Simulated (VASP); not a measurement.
# Be (P6_3/mmc) in VASP: further runs

The runs below take Be through single point, with r2SCAN.

Program: VASP 6.6.1. These are calculated values, not measurements. Logs are shortened: lines on timing, memory, paths and dates and some standing lists are left out, and cuts for length are marked.

**1. The cell of the first run**

The structure is hexagonal, space group P6_3/mmc (No. 194). The conventional cell has a = 2.341 Å, b = 2.341 Å, c = 7.456 Å, α = 90.00°, β = 90.00°, γ = 120.00°. Be (site symmetry -3m) has 12 Be at 2.30 to 2.34 Å within 3.0 Å. Within 3.0 Å of Be (site symmetry -6m2) lie 12 Be at 2.30 to 2.34 Å.

**2. Single point, r2SCAN (8.85 Å³/atom)**

Input file POSCAR:

```
Be
1.0
    2.3412626568      0.0000000000      0.0000000000
   -1.1706313284      2.0275929377      0.0000000000
    0.0000000000      0.0000000000      7.4563017827
Be
4
Direct
    1.0000000000      1.0000000000      1.0000000000
    0.0000000000      1.0000000000      0.5000000000
    0.3333333333      0.6666666667      0.2500000000
    0.6666666667      0.3333333333      0.7500000000
```

Input file INCAR.step1:

```
SYSTEM = Be
  PREC = Accurate
  ENCUT = 520
  ISMEAR = -1
  SIGMA = 0.1
  LREAL = .FALSE.
  LASPH = .TRUE.
  NELM = 100
  NBANDS = 12
  GGA = PE
  ALGO = Normal
  EDIFF = 1E-4
  LWAVE = .TRUE.
  LCHARG = .FALSE.
```

Input file INCAR.step2:

```
SYSTEM = Be
  PREC = Accurate
  ENCUT = 520
  EDIFF = 1E-6
  ISMEAR = -1
  SIGMA = 0.1
  LREAL = .FALSE.
  LASPH = .TRUE.
  NELM = 100
  ALGO = Normal
  ISIF = 2
  LWAVE = .FALSE.
  LCHARG = .FALSE.
  METAGGA = R2SCAN
  LMIXTAU = .TRUE.
  NBANDS = 12
  ISTART = 1
```

Input file KPOINTS:

```
Automatic mesh
0
G
  18 18 5
  0 0 0
```

Potentials or basis: VASP PAW PBE potentials, release 64 (Be).

The run is started by

```bash
cat potpaw_PBE.64/Be/POTCAR > POTCAR
cp INCAR.step1 INCAR
mpirun -np 1 vasp_std > vasp.out
cp INCAR.step2 INCAR
mpirun -np 1 vasp_std > vasp.out
```

OUTCAR:

```text
SYSTEM = Be
   PREC = Accurate
   ENCUT = 520
   EDIFF = 1E-6
   ISMEAR = -1
   LREAL = .FALSE.
   LASPH = .TRUE.
   NELM = 100
   ISIF = 2
   METAGGA = R2SCAN
   ISTART = 1

 ion  position               nearest neighbor table
   1  0.000  0.000  0.000-   3 2.30   4 2.30   3 2.30   4 2.30   4 2.30   3 2.30
   2  0.000  0.000  0.500-   3 2.30   4 2.30   3 2.30   4 2.30   4 2.30   3 2.30
   3  0.333  0.667  0.250-   1 2.30   2 2.30   1 2.30   2 2.30   1 2.30   2 2.30
   4  0.667  0.333  0.750-   1 2.30   2 2.30   1 2.30   2 2.30   1 2.30   2 2.30

  LATTYP: Found a hexagonal cell.
 ALAT       =     2.3412626568
 C/A-ratio  =     3.1847352799

  Lattice vectors:

 A1 = (   2.3412626568,   0.0000000000,   0.0000000000)
 A2 = (  -1.1706313284,   2.0275929377,   0.0000000000)
 A3 = (   0.0000000000,   0.0000000000,   7.4563017827)

Analysis of symmetry for initial positions (statically):
=====================================================================
 Subroutine PRICEL returns:
 Original cell was already a primitive cell.

 Routine SETGRP: Setting up the symmetry group for a
 hexagonal supercell.

 Subroutine GETGRP returns: Found 24 space group operations
 (whereof 12 operations were pure point group operations)
 out of a pool of 24 trial point group operations.

The static configuration has the point symmetry D_3d.
 The point group associated with its full space group is D_6h.

Analysis of symmetry for dynamics (positions and initial velocities):
=====================================================================
 Subroutine PRICEL returns:
 Original cell was already a primitive cell.

 Routine SETGRP: Setting up the symmetry group for a
 hexagonal supercell.

 Subroutine GETGRP returns: Found 24 space group operations
 (whereof 12 operations were pure point group operations)
 out of a pool of 24 trial point group operations.

The dynamic configuration has the point symmetry D_3d.
 The point group associated with its full space group is D_6h.

 Subroutine INISYM returns: Found 24 space group operations
 (whereof 12 operations are pure point group operations),
 and found     1 'primitive' translations

----------------------------------------------------------------------------------------

                                     Primitive cell

  volume of cell :      35.3960

  direct lattice vectors                    reciprocal lattice vectors
     2.341262657  0.000000000  0.000000000     0.427119955  0.246597821  0.000000000
    -1.170631328  2.027592938  0.000000000     0.000000000  0.493195642  0.000000000
     0.000000000  0.000000000  7.456301783     0.000000000  0.000000000  0.134114743

  length of vectors
     2.341262657  2.341262657  7.456301783     0.493195642  0.493195642  0.134114743

  position of ions in fractional coordinates (direct lattice)
     0.000000000  0.000000000  0.000000000
     0.000000000  0.000000000  0.500000000
     0.333333333  0.666666667  0.250000000
     0.666666667  0.333333333  0.750000000

  ion indices of the primitive-cell ions
   primitive index   ion index
                 1           1
                 2           2
                 3           3
                 4           4

----------------------------------------------------------------------------------------

 KPOINTS: Automatic mesh

Automatic generation of k-mesh.
 Grid dimensions read from file:
 generate k-points for:   18   18    5

 Generating k-lattice:

  Cartesian coordinates                     Fractional coordinates (reciprocal lattice)
     0.023728886  0.013699879  0.000000000     0.055555556  0.000000000  0.000000000
     0.000000000  0.027399758  0.000000000     0.000000000  0.055555556  0.000000000
     0.000000000  0.000000000  0.026822949     0.000000000  0.000000000  0.200000000

  Length of vectors
     0.027399758  0.027399758  0.026822949

  Shift w.r.t. Gamma in fractional coordinates (k-lattice)
     0.000000000  0.000000000  0.000000000

 Subroutine IBZKPT returns following result:
 ===========================================

 Found    111 irreducible k-points:

 Following reciprocal coordinates:
            Coordinates               Weight
  0.000000  0.000000  0.000000      1.000000
  0.055556 -0.000000  0.000000      6.000000
  0.111111 -0.000000  0.000000      6.000000
  0.166667  0.000000  0.000000      6.000000
  0.222222  0.000000  0.000000      6.000000
  0.277778  0.000000  0.000000      6.000000
[... 16 lines left out ...]
  0.333333  0.111111  0.000000     12.000000
  0.388889  0.111111  0.000000     12.000000
 [... further k-points ...]
   k-points           NKPTS =    111   k-points in BZ     NKDIM =    111   number of bands    NBANDS=     12
   number of dos      NEDOS =    301   number of ions     NIONS =      4
   total plane-waves  NPLWV =  18144
   dimension x,y,z NGX =    18 NGY =   18 NGZ =   56
   dimension x,y,z NGXF=    36 NGYF=   36 NGZF=  112
   ions per type =               4
   NGX,Y,Z   is equivalent  to a cutoff of  12.78, 12.78, 12.49 a.u.
   NGXF,Y,Z  is equivalent  to a cutoff of  25.56, 25.56, 24.97 a.u.
 SYSTEM =  Be
   PREC   = accura    normal or accurate (medium, high low for compatibility)
   ISTART =      1    job   : 0-new  1-cont  2-samecut
   ICHARG =      0    charge: 1-file 2-atom 10-const
   ISPIN  =      1    spin polarized calculation?
   LNONCOLLINEAR =      F non collinear calculations
   LSORBIT =      F    spin-orbit coupling
   LASPH  =      T    aspherical Exc in radial PAW
   ENCUT  =  520.0 eV  38.22 Ry    6.18 a.u.   4.35  4.35 13.86*2*pi/ulx,y,z
   NELM   =    100;   NELMIN=  2; NELMDL=  0     # of ELM steps
   EDIFF  = 0.1E-05   stopping-criterion for ELM
   LREAL  =      F    real-space projection
   EDIFFG = 0.1E-04   stopping-criterion for IOM
   NSW    =      0    number of steps for IOM
   IBRION =     -1    ionic relax: 0-MD 1-quasi-New 2-CG
   NFREE  =      0    steps in history (QN), initial steepest desc. (CG)
   ISIF   =      2    stress and relaxation
   ISYM   =      2    0-nonsym 1-usesym 2-fastsym
   POTIM  = 0.5000    time-step for ionic-motion
   TEBEG  =    0.0;   TEEND  =   0.0 temperature during run
   PSTRESS=    0.0 pullay stress
   NELECT =       8.0000    total number of electrons
   NUPDOWN=      -1.0000    fix difference up-down
   EMIN   =  10.00;   EMAX   =-10.00  energy-range for DOS
   EFERMI =   0.00;   METHOD = LEGACY
   ISMEAR =    -1;   SIGMA  =   0.10  broadening in eV -4-tet -1-fermi 0-gaus
   EFERMI_NEDOS =   21; number of points for ismear=-14 and -15
   IALGO  =     38    algorithm
   IMIX   =      4    mixing-type and parameters
     AMIX     =   0.40;   BMIX     =  1.00
     AMIX_MAG =   1.60;   BMIX_MAG =  1.00
  volume/ion in A,a.u.               =       8.85        59.72
  Fermi-wavevector in a.u.,A,eV,Ry     =   0.997210  1.884454 13.530016  0.994428
  Thomas-Fermi vector in A             =   2.129351
   LORBIT       =      0    0 simple, 1 ext, 2 COOP (PROOUT), +10 PAW based schemes
   METAGGA = R2SCAN    functional components
   LHFCALC =     F    Hartree Fock is set to
   AEXX    =    0.0000 exact exchange contribution
   IVDW    =     0    specifies the selected vdW correction
   LEPSILON=     F    determine dielectric tensor
   LRPA    =     F    only Hartree local field effects (RPA)
 non-spin polarized calculation
  energy-cutoff  :      520.00
  volume of cell :       35.40
 maximum number of plane-waves:       982
 NGX is ok and might be reduce to    18
   NGX =  9   NGY =  9   NGZ = 27

 number of electron       8.0000000 magnetization

 Free energy of the ion-electron system (eV)
  ---------------------------------------------------
  ext. energy  EPLUGINS =         0.00000000
  ---------------------------------------------------
  free energy    TOTEN  =       -17.08650296 eV

  energy without entropy =      -17.07524475  energy(sigma->0) =      -17.08087385

 E-fermi :   6.4604     XC(G=0): -10.8772

 val. band max:        6.4330505537   @ k =   0.3333   0.2778   0.2000
 cond. band min:       6.5929212879   @ k =   0.3333   0.2778   0.4000
 fundamental gap:      0.1598707342
 Fermi energy:         6.4604471087

 k-point     1 :       0.0000    0.0000    0.0000
  band No.  band energies     occupation
      1      -5.3545      2.00000
      2      -3.1600      2.00000
      3      -3.1383      2.00000
      4       1.7854      2.00000
      5       6.7503      0.10445
      6      16.3973      0.00000
      7      16.4091      0.00000
      8      22.4978      0.00000
      9      22.4978      0.00000
     10      23.6322      0.00000
     11      23.6324      0.00000
     12      23.9782      0.00000

 k-point     2 :       0.0556   -0.0000    0.0000
  band No.  band energies     occupation
      1      -5.2620      2.00000
      2      -3.0661      2.00000
      3      -3.0444      2.00000
      4       1.9010      2.00000
      5       6.7915      0.07042
      6      16.4314      0.00000
      7      16.4504      0.00000
      8      21.6732      0.00000
      9      21.8733      0.00000
     10      23.2692      0.00000
     11      23.4696      0.00000
     12      23.4802      0.00000

 k-point     3 :       0.1111   -0.0000    0.0000
  band No.  band energies     occupation
      1      -4.9842      2.00000
      2      -2.7849      2.00000
      3      -2.7630      2.00000
      4       2.2474      2.00000
      5       6.9103      0.02200
      6      16.4781      0.00000
      7      16.5499      0.00000
      8      19.8978      0.00000
      9      20.7216      0.00000
     10      21.8183      0.00000
     11      21.9810      0.00000
     12      22.7747      0.00000

 k-point     4 :       0.1667    0.0000    0.0000
  band No.  band energies     occupation
      1      -4.5213      2.00000
      2      -2.3180      2.00000
      3      -2.2960      2.00000
      4       2.8233      2.00000
      5       7.0870      0.00379
      6      16.0900      0.00000
      7      16.5594      0.00000
      8      18.2764      0.00000
      9      19.5334      0.00000
     10      19.6053      0.00000
     11      20.0299      0.00000
     12      21.8081      0.00000

 k-point     5 :       0.2222    0.0000    0.0000
  band No.  band energies     occupation
      1      -3.8737      2.00000
      2      -1.6694      2.00000
      3      -1.6475      2.00000
      4       3.6257      2.00000
      5       7.2638      0.00065
      6      14.4327      0.00000
      7      15.8069      0.00000
      8      17.1618      0.00000
      9      18.0303      0.00000
     10      18.4501      0.00000
     11      18.7278      0.00000
     12      20.8283      0.00000
[... 228 lines left out ...]
      1      -2.7624      2.00000
      2      -0.5679      2.00000
      3      -0.5471      2.00000
      4       4.9878      2.00000
      5       7.4649      0.00009
      6      12.4449      0.00000
      7      14.1198      0.00000
      8      14.2890      0.00000
      9      15.7296      0.00000
     10      16.9651      0.00000
     11      18.2371      0.00000
     12      18.4418      0.00000

 k-point    22 :       0.2778    0.1111    0.0000
  band No.  band energies     occupation
      1      -1.7502      2.00000
      2       0.4115      2.00000
      3       0.4290      2.00000
      4       6.2064      1.85392
      5       7.0773      0.00418
      6      10.8669      0.00000
      7      11.9522      0.00000
      8      12.4397      0.00000
      9      14.8012      0.00000
     10      16.6841      0.00000
     11      17.6134      0.00000
     12      18.1341      0.00000

 k-point    23 :       0.3333    0.1111    0.0000
  band No.  band energies     occupation
      1      -0.5708      2.00000
      2       1.5012      2.00000
      3       1.5050      2.00000
      4       5.9351      1.98959
      5       7.5204      0.00005
      6       9.4472      0.00000
      7      10.0831      0.00000
      8      11.5873      0.00000
      9      14.0123      0.00000
     10      15.9705      0.00000
     11      16.4581      0.00000
     12      17.1791      0.00000

 k-point    24 :       0.3889    0.1111    0.0000
  band No.  band energies     occupation
      1       0.7295      2.00000
      2       2.4699      2.00000
      3       2.5532      2.00000
      4       4.5123      2.00000
      5       7.8141      0.00000
      6       7.9913      0.00000
      7       9.7865      0.00000
      8      11.8060      0.00000
      9      13.2649      0.00000
     10      13.8535      0.00000
     11      16.2520      0.00000
     12      16.9565      0.00000

 [... further k-points ...]

------------------------ aborting loop because EDIFF is reached ----------------------------------------

  FORCE on cell =-STRESS in cart. coord.  units (eV):
  Direction    XX          YY          ZZ          XY          YZ          ZX
  --------------------------------------------------------------------------------------
  -------------------------------------------------------------------------------------
  Total       -2.5259771     -2.5259771     -2.6099619      0.0000000     -0.0000000      0.0000000
  in kB     -114.3366892   -114.3366892   -118.1382037      0.0000000     -0.0000000      0.0000000
  external PRESSURE =    -115.6038607 kB  Pullay stress =       0.0000000 kB

 VOLUME and BASIS-vectors are now :
 -----------------------------------------------------------------------------
  energy-cutoff  :      520.00
  volume of cell :       35.40
      direct lattice vectors                 reciprocal lattice vectors
     2.341262657  0.000000000  0.000000000     0.427119955  0.246597821  0.000000000
    -1.170631328  2.027592938  0.000000000     0.000000000  0.493195642  0.000000000
     0.000000000  0.000000000  7.456301783     0.000000000  0.000000000  0.134114743

 POSITION                                       TOTAL-FORCE (eV/Angst)
 -----------------------------------------------------------------------------------
      0.00000      0.00000      0.00000        -0.000000      0.000000      0.000000
      0.00000      0.00000      3.72815        -0.000000      0.000000      0.000000
     -0.00000      1.35173      1.86408        -0.000000      0.000000     -0.000000
      1.17063      0.67586      5.59223         0.000000     -0.000000      0.000000
 -----------------------------------------------------------------------------------
    total drift:                               -0.000000      0.000000     -0.000000

  FREE ENERGIE OF THE ION-ELECTRON SYSTEM (eV)
  ---------------------------------------------------
  free  energy   TOTEN  =       -17.0865029576 eV

  energy  without entropy=      -17.0752447499  energy(sigma->0) =      -17.08087385
```

Wall time 76 s (1 thread of Intel Xeon Platinum 8559C (Emerald Rapids), shared host); peak memory 0.16 GiB.

What came out:

```yaml
Free_energy: -17.0865 eV
Pressure: -11.6 GPa
Band_gap_on_the_k_mesh: zero (bands 4 and 5 overlap by 1.37 eV)
```

Stress tensor (GPa, compression positive):
```
-11.43   0.00   0.00
  0.00 -11.43   0.00
  0.00   0.00 -11.81
```

Levels at points of the mesh, in eV from the Fermi level:
```
           k point  band 1  band 2  band 3  band 4  band 5  band 6  band 7  band 8  band 9
(0.00, 0.00, 0.00)  -11.81   -9.62   -9.60   -4.68    0.29    9.94    9.95   16.04   16.04
(0.50, 0.00, 0.00)   -5.09   -4.20   -3.73   -2.87    0.70    0.76    4.04    5.67    6.77
```

Caveat: the cell stands under tension; the PAW data sets were made with another functional, which shifts forces and pressure a little.

(Part 1 of 2 ends here.)
